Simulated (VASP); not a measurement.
# B2P in VASP: a series of runs

The runs below take B2P through single point, with PBE.

All numbers are computed with VASP 6.6.1; they aren't measurements. Logs are shortened: lines on timing, memory, paths and dates and some standing lists are left out, and cuts for length are marked.

### Step 1. The cell of the first run

It takes space group R-3m (No. 166, trigonal). Conventional cell: a = 3.030 Å, b = 3.030 Å, c = 11.775 Å, α = 90.00°, β = 90.00°, γ = 120.00°. B (site symmetry 3m) has 1 B at 1.66 Å and 3 P at 2.08 Å within 2.2 Å. P (site symmetry -3m) has 6 B at 2.08 Å within 2.8 Å.

### Step 2. Single point, PBE

Input file INCAR:

```
ALGO     = Normal         # electronic algorithm
EDIFF    = 1E-7           # SCF threshold, eV
ENCUT    = 520            # plane-wave cutoff, eV
GGA      = PE             # functional
ISIF     = 2              # what is computed and relaxed
ISMEAR   = 0              # smearing method
LASPH    = True           # aspherical terms in the spheres
LCHARG   = False          # write CHGCAR
LREAL    = False          # projectors in reciprocal space
LWAVE    = False          # write WAVECAR
NBANDS   = 20             # bands
NELM     = 80             # most SCF steps
PREC     = Accurate       # precision mode
SIGMA    = 0.2            # smearing width, eV
```

Input file KPOINTS:

```
k-points
0
Gamma
  8 8 4
```

Input file POSCAR:

```
B2P
1.0
   -1.5151149748     -2.6242561156      0.0000000000
    0.0000000000      1.7495040771     -3.9248842716
    4.5453449243     -2.6242561156      0.0000000000
B P
4 2
Direct
    0.3559904060      0.7119808121      0.7853301353
    0.8559904060      0.7119808121      0.2853301353
    0.1440095940      0.2880191879      0.7146698647
    0.6440095940      0.2880191879      0.2146698647
    1.0000000000      1.0000000000      1.0000000000
    0.5000000000      0.0000000000      0.5000000000
```

Potentials or basis: VASP PAW PBE potentials, release 64 (B, P).

On the command line:

```
> cat potpaw_PBE.64/B/POTCAR potpaw_PBE.64/P/POTCAR > POTCAR
> mpirun -np 1 vasp_std > vasp.out
```

OUTCAR:

```text
EDIFF = 1E-7
   ENCUT = 520
   GGA = PE
   ISIF = 2
   ISMEAR = 0
   LASPH = True
   LREAL = False
   NELM = 80
   PREC = Accurate

 ion  position               nearest neighbor table
   1  0.356  0.712  0.785-   3 1.66   6 2.08   5 2.08   5 2.08
   2  0.856  0.712  0.285-   4 1.66   5 2.08   6 2.08   6 2.08
   3  0.144  0.288  0.715-   1 1.66   5 2.08   6 2.08   6 2.08
   4  0.644  0.288  0.215-   2 1.66   6 2.08   5 2.08   5 2.08
   5  0.000  0.000  0.000-   2 2.08   3 2.08   1 2.08   4 2.08   4 2.08   1 2.08
   6  0.500  0.000  0.500-   1 2.08   4 2.08   3 2.08   2 2.08   3 2.08   2 2.08

  LATTYP: Found a base centered monoclinic cell.
 ALAT       =     8.0423647454
 B/A-ratio  =     0.3767834518
 C/A-ratio  =     0.6526080820
 COS(beta)  =    -0.2175360273

  Lattice vectors:

 A1 = (  -1.5151149748,  -0.8747520385,  -3.9248842716)
 A2 = (   0.0000000000,   1.7495040771,  -3.9248842716)
 A3 = (   4.5453449243,  -2.6242561156,   0.0000000000)

Analysis of symmetry for initial positions (statically):
=====================================================================
 Subroutine PRICEL returns following result:

  LATTYP: Found a trigonal (rhomboedric) cell.
 ALAT       =     4.2971480148
 COS(alpha) =     0.7513659808

  Lattice vectors:

 A1 = (   0.0000000000,   1.7495040771,  -3.9248842716)
 A2 = (   1.5151149747,  -0.8747520385,  -3.9248842716)
 A3 = (  -1.5151149748,  -0.8747520385,  -3.9248842716)

   2 primitive cells build up your supercell.

 Routine SETGRP: Setting up the symmetry group for a
 base centered monoclinic supercell.

 Subroutine GETGRP returns: Found  4 space group operations
 (whereof  4 operations were pure point group operations)
 out of a pool of  4 trial point group operations.

The static configuration has the point symmetry C_2h.

Analysis of symmetry for dynamics (positions and initial velocities):
=====================================================================
 Subroutine PRICEL returns following result:

  LATTYP: Found a trigonal (rhomboedric) cell.
 ALAT       =     4.2971480148
 COS(alpha) =     0.7513659808

  Lattice vectors:

 A1 = (   0.0000000000,   1.7495040771,  -3.9248842716)
 A2 = (   1.5151149747,  -0.8747520385,  -3.9248842716)
 A3 = (  -1.5151149748,  -0.8747520385,  -3.9248842716)

   2 primitive cells build up your supercell.

 Routine SETGRP: Setting up the symmetry group for a
 base centered monoclinic supercell.

 Subroutine GETGRP returns: Found  4 space group operations
 (whereof  4 operations were pure point group operations)
 out of a pool of  4 trial point group operations.

The dynamic configuration has the point symmetry C_2h.

 Subroutine INISYM returns: Found  4 space group operations
 (whereof  4 operations are pure point group operations),
 and found     2 'primitive' translations

----------------------------------------------------------------------------------------

                                     Primitive cell

  volume of cell :      31.2111

  direct lattice vectors                    reciprocal lattice vectors
     0.000000000  1.749504077 -3.924884272     0.000000000  0.381060368 -0.084928194
     1.515114975 -0.874752039 -3.924884272     0.330007959 -0.190530184 -0.084928194
    -1.515114975 -0.874752039 -3.924884272    -0.330007959 -0.190530184 -0.084928194

  length of vectors
     4.297148015  4.297148015  4.297148015     0.390409787  0.390409787  0.390409787

  position of ions in fractional coordinates (direct lattice)
     0.570660271  0.570660271  0.570660271
     0.429339729  0.429339729  0.429339729
     0.000000000  0.000000000  1.000000000

  ion indices of the primitive-cell ions
   primitive index   ion index
                 1           1
                 2           3
                 3           6

----------------------------------------------------------------------------------------

 KPOINTS: k-points

Automatic generation of k-mesh.
 Grid dimensions read from file:
 generate k-points for:    8    8    4

 Generating k-lattice:

  Cartesian coordinates                     Fractional coordinates (reciprocal lattice)
    -0.020625497 -0.035724409 -0.015924036     0.125000000  0.000000000  0.000000000
     0.000000000  0.000000000 -0.031848073     0.000000000  0.125000000  0.000000000
     0.041250995 -0.023816273 -0.010616024     0.000000000  0.000000000  0.250000000

  Length of vectors
     0.044217864  0.031848073  0.048801223

  Shift w.r.t. Gamma in fractional coordinates (k-lattice)
     0.000000000  0.000000000  0.000000000

 Subroutine IBZKPT returns following result:
 ===========================================

 Found     78 irreducible k-points:

 Following reciprocal coordinates:
            Coordinates               Weight
  0.000000  0.000000  0.000000      1.000000
  0.125000  0.000000  0.000000      4.000000
  0.250000  0.000000  0.000000      4.000000
  0.375000  0.000000  0.000000      4.000000
  0.500000  0.000000  0.000000      2.000000
  0.000000  0.125000  0.000000      2.000000
[... 16 lines left out ...]
  0.125000 -0.000000  0.250000      4.000000
  0.250000 -0.000000  0.250000      4.000000
 [... further k-points ...]
   k-points           NKPTS =     78   k-points in BZ     NKDIM =     78   number of bands    NBANDS=     20
   number of dos      NEDOS =    301   number of ions     NIONS =      6
   total plane-waves  NPLWV =  30720
   dimension x,y,z NGX =    24 NGY =   32 NGZ =   40
   dimension x,y,z NGXF=    48 NGYF=   64 NGZF=   80
   ions per type =               4   2
   NGX,Y,Z   is equivalent  to a cutoff of  13.17, 12.38, 12.67 a.u.
   NGXF,Y,Z  is equivalent  to a cutoff of  26.33, 24.76, 25.34 a.u.
 SYSTEM =  unknown system
   PREC   = accura    normal or accurate (medium, high low for compatibility)
   ISTART =      0    job   : 0-new  1-cont  2-samecut
   ICHARG =      2    charge: 1-file 2-atom 10-const
   ISPIN  =      1    spin polarized calculation?
   LNONCOLLINEAR =      F non collinear calculations
   LSORBIT =      F    spin-orbit coupling
   LASPH  =      T    aspherical Exc in radial PAW
   ENCUT  =  520.0 eV  38.22 Ry    6.18 a.u.   5.63  7.99  9.76*2*pi/ulx,y,z
   NELM   =     80;   NELMIN=  2; NELMDL= -5     # of ELM steps
   EDIFF  = 0.1E-06   stopping-criterion for ELM
   LREAL  =      F    real-space projection
   EDIFFG = 0.1E-05   stopping-criterion for IOM
   NSW    =      0    number of steps for IOM
   IBRION =     -1    ionic relax: 0-MD 1-quasi-New 2-CG
   NFREE  =      0    steps in history (QN), initial steepest desc. (CG)
   ISIF   =      2    stress and relaxation
   ISYM   =      2    0-nonsym 1-usesym 2-fastsym
   POTIM  = 0.5000    time-step for ionic-motion
   TEBEG  =    0.0;   TEEND  =   0.0 temperature during run
   PSTRESS=    0.0 pullay stress
   NELECT =      22.0000    total number of electrons
   NUPDOWN=      -1.0000    fix difference up-down
   EMIN   =  10.00;   EMAX   =-10.00  energy-range for DOS
   EFERMI =   0.00;   METHOD = LEGACY
   ISMEAR =     0;   SIGMA  =   0.20  broadening in eV -4-tet -1-fermi 0-gaus
   EFERMI_NEDOS =   21; number of points for ismear=-14 and -15
   IALGO  =     38    algorithm
   IMIX   =      4    mixing-type and parameters
     AMIX     =   0.40;   BMIX     =  1.00
     AMIX_MAG =   1.60;   BMIX_MAG =  1.00
  volume/ion in A,a.u.               =      10.40        70.21
  Fermi-wavevector in a.u.,A,eV,Ry     =   1.156386  2.185253 18.194101  1.337229
  Thomas-Fermi vector in A             =   2.293007
   LORBIT       =      0    0 simple, 1 ext, 2 COOP (PROOUT), +10 PAW based schemes
   GGA     = PE    functional components
   LHFCALC =     F    Hartree Fock is set to
   AEXX    =    0.0000 exact exchange contribution
   IVDW    =     0    specifies the selected vdW correction
   LEPSILON=     F    determine dielectric tensor
   LRPA    =     F    only Hartree local field effects (RPA)
 non-spin polarized calculation
 Gauss-broadening in eV      SIGMA  =   0.20
  energy-cutoff  :      520.00
  volume of cell :       62.42
 maximum number of plane-waves:      1712
   NGX = 11   NGY = 15   NGZ = 19

 number of electron      22.0000000 magnetization

 Free energy of the ion-electron system (eV)
  ---------------------------------------------------
  ext. energy  EPLUGINS =         0.00000000
  ---------------------------------------------------
  free energy    TOTEN  =       -33.79981236 eV

  energy without entropy =      -33.75692868  energy(sigma->0) =      -33.77837052

 E-fermi :   6.9723     XC(G=0): -11.1517

 val. band max:        6.9596203551   @ k =   0.0000   0.2500   0.2500
 cond. band min:       6.9863093104   @ k =   0.1250   0.2500   0.5000
 fundamental gap:      0.0266889553
 Fermi energy:         6.9722900105

 k-point     1 :       0.0000    0.0000    0.0000
  band No.  band energies     occupation
      1      -8.7828      2.00000
      2      -4.6396      2.00000
      3      -3.1297      2.00000
      4       0.3749      2.00000
      5       0.4348      2.00000
      6       1.5696      2.00000
[... 12 lines left out ...]
     19      13.5858      0.00000
     20      14.9992      0.00000

 k-point     2 :       0.1250    0.0000    0.0000
  band No.  band energies     occupation
      1      -8.5397      2.00000
      2      -4.4323      2.00000
      3      -2.9006      2.00000
      4      -0.2559      2.00000
      5       1.4438      2.00000
      6       1.5887      2.00000
[... 12 lines left out ...]
     19      14.9305      0.00000
     20      15.9280      0.00000
[... 465 lines left out ...]
      3      -0.8879      2.00000
      4      -0.5360      2.00000
      5       1.8372      2.00000
      6       2.1974      2.00000
[... 12 lines left out ...]
     19      15.6595      0.00000
     20      16.1212      0.00000

 k-point    24 :       0.2500   -0.0000    0.2500
  band No.  band energies     occupation
      1      -7.4629      2.00000
      2      -5.3394      2.00000
      3      -0.6988      2.00000
      4      -0.6307      2.00000
      5       0.7228      2.00000
      6       2.3992      2.00000
[... 12 lines left out ...]
     19      14.9900      0.00000
     20      16.1853      0.00000

 [... further k-points ...]

------------------------ aborting loop because EDIFF is reached ----------------------------------------

  FORCE on cell =-STRESS in cart. coord.  units (eV):
  Direction    XX          YY          ZZ          XY          YZ          ZX
  --------------------------------------------------------------------------------------
  -------------------------------------------------------------------------------------
  Total       -0.2575517     -0.2871016      0.2146727     -0.0255910      0.0768064     -0.1330326
  in kB       -6.6105302     -7.3689824      5.5099645     -0.6568389      1.9713748     -3.4145226
  external PRESSURE =      -2.8231827 kB  Pullay stress =       0.0000000 kB

 VOLUME and BASIS-vectors are now :
 -----------------------------------------------------------------------------
  energy-cutoff  :      520.00
  volume of cell :       62.42
      direct lattice vectors                 reciprocal lattice vectors
    -1.515114975 -2.624256116  0.000000000    -0.165003979 -0.285795276 -0.127392291
     0.000000000  1.749504077 -3.924884272     0.000000000  0.000000000 -0.254784582
     4.545344924 -2.624256116  0.000000000     0.165003979 -0.095265092 -0.042464097

 POSITION                                       TOTAL-FORCE (eV/Angst)
 -----------------------------------------------------------------------------------
      3.03023     -1.74950     -2.79444        -0.005752      0.003321     -0.002716
     -0.00000     -1.74950     -2.79444        -0.005752      0.003321     -0.002716
      3.03023     -1.74950     -1.13044         0.005752     -0.003321      0.002716
      0.00000     -1.74950     -1.13044         0.005752     -0.003321      0.002716
      0.00000      0.00000      0.00000         0.000000     -0.000000      0.000000
      1.51511     -2.62426      0.00000         0.000000     -0.000000     -0.000000
 -----------------------------------------------------------------------------------
    total drift:                               -0.000000     -0.000000      0.000000

  FREE ENERGIE OF THE ION-ELECTRON SYSTEM (eV)
  ---------------------------------------------------
  free  energy   TOTEN  =       -33.7998123562 eV

  energy  without entropy=      -33.7569286770  energy(sigma->0) =      -33.77837052
```

Wall time 74 s (1 thread of AMD EPYC 7R43 (Zen 3), shared host); peak memory 0.18 GiB.

Results:

| Property | Result |
| --- | --- |
| Free energy | -33.7998 eV |
| Pressure | -0.3 GPa |
| Largest force | 0.007 eV/Å |
| Band gap on the k mesh | zero (band 11 reaches 8.00 eV, above the bottom of band 12 at 5.92 eV) |

Forces in eV/Å, atoms in the order of the input:
```
B   -0.006  0.003 -0.003
B   -0.006  0.003 -0.003
B    0.006 -0.003  0.003
B    0.006 -0.003  0.003
P    0.000  0.000  0.000
P    0.000  0.000  0.000
```

### Step 3. Single point, PBE

This run uses another cell than the first one, of 10.37 Å³/atom, 0.997 times its volume.

Input file INCAR:

```
SYSTEM = B2P
PREC = Accurate ; ENCUT = 520
EDIFF = 1E-6 ; ISMEAR = 0
SIGMA = 0.2 ; LREAL = .FALSE.
LASPH = .TRUE. ; NELM = 80
ALGO = Normal ; ISIF = 2
LWAVE = .FALSE. ; LCHARG = .FALSE.
GGA = PE ; NBANDS = 20
```

Input file KPOINTS:

```
regular mesh
0
G
  8 8 4
  0 0 0
```

Input file POSCAR:

```
B2P
1.0
   -1.5072245926     -2.6108240080      0.0006548614
    0.0092103843      1.7356102008     -3.9352075911
    4.5405139498     -2.6218827344     -0.0195764997
B P
4 2
Direct
    0.3553920400      0.7112736452      0.7854622500
    0.8553512091      0.7112669803      0.2854160058
    0.1446233822      0.2887301687      0.7145433232
    0.6446427936      0.2887463535      0.2145901510
    1.0000104001      0.9999734867      0.9999948882
    0.4999801749      0.0000093656      0.4999933817
```

Potentials or basis: VASP PAW PBE potentials, release 64 (B, P).

On the command line:

```
> cat potpaw_PBE.64/B/POTCAR potpaw_PBE.64/P/POTCAR > POTCAR
> mpirun -np 1 vasp_std > vasp.out
```

Wall time 1.7 min (1 thread of AMD EPYC 7R43 (Zen 3), shared host); peak memory 0.22 GiB.

The run converged. Its results:

* Free energy: -33.8018 eV
* Pressure: -0.2 GPa
* Largest force: 0.017 eV/Å
* Band gap on the k mesh: zero (band 11 reaches 8.03 eV, above the bottom of band 12 at 5.88 eV)

Forces in eV/Å, atoms in the order of the input:
```
B   -0.003 -0.003 -0.015
B   -0.003 -0.004 -0.016
B    0.003  0.003  0.016
B    0.003  0.004  0.016
P    0.000  0.000  0.000
P    0.000 -0.001  0.000
```

Stress tensor (GPa, compression positive):
```
-0.24  0.01  0.00
 0.01 -0.25 -0.01
 0.00 -0.01  0.00
```

Levels at points of the mesh, in eV from the Fermi level:
```csv
k point,band 9,band 10,band 11,band 12,band 13,band 14
"(0.00, 0.00, 0.00)",-2.11,0.11,0.24,0.77,1.74,3.18
"(0.50, 0.00, 0.00)",-3.70,-3.70,-0.06,-0.06,0.76,0.76
"(0.00, 0.50, 0.00)",0.17,0.92,1.02,1.08,1.12,3.63
"(0.50, 0.50, 0.00)",-3.70,-3.70,-0.06,-0.06,0.76,0.76
"(0.00, 0.00, 0.50)",-1.22,-1.22,0.35,0.35,1.81,1.81
"(0.50, 0.00, 0.50)",-2.89,-2.26,-2.19,0.11,0.70,1.68
"(0.00, 0.50, 0.50)",-1.94,-1.94,0.40,0.40,3.77,3.77
"(0.50, 0.50, 0.50)",-2.89,-2.27,-2.19,0.10,0.70,1.68
```
